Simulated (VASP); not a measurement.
Input of a VASP 6.6.1 run:

INCAR

```
SYSTEM = MgO
  PREC = Accurate
  ENCUT = 600
  EDIFF = 1E-6
  ISMEAR = 0
  SIGMA = 0.02
  LREAL = .False.
  LASPH = .True.
  NELM = 120
  ALGO = Normal
  ISIF = 2
  LWAVE = .False.
  LCHARG = .True.
  GGA = PE
  LELF = .True.
  LVHAR = .True.
  NBANDS = 16
  GGA_COMPAT = .False.
```

The input KPOINTS:

```
Automatic mesh
0
Gamma
  8 8 6
  0 0 0
```

The input POSCAR:

```
MgO
1.0
    2.9422714537      0.0000000000      0.0000000000
    0.0000000000      2.9422714537      0.0000000000
    0.0000000000      0.0000000000      4.3679383325
Mg O
2 2
Direct
    0.0000000000      0.0000000000      0.0000000000
    0.5000000000      0.5000000000      0.5000000000
    0.5000000000      0.5000000000      0.0000000000
    0.0000000000      0.0000000000      0.5000000000
```

Potentials or basis: VASP PAW PBE potentials, release 64 (Mg, O).

Launch:

```bash
$ cat potpaw_PBE.64/Mg/POTCAR potpaw_PBE.64/O/POTCAR > POTCAR
$ mpirun -np 1 vasp_std > vasp.out
```

(1) Estimate the band gap on the k mesh.

(2) Predict the pressure.

Answers

(1) 4.54 eV.

(2) 2.5 GPa.
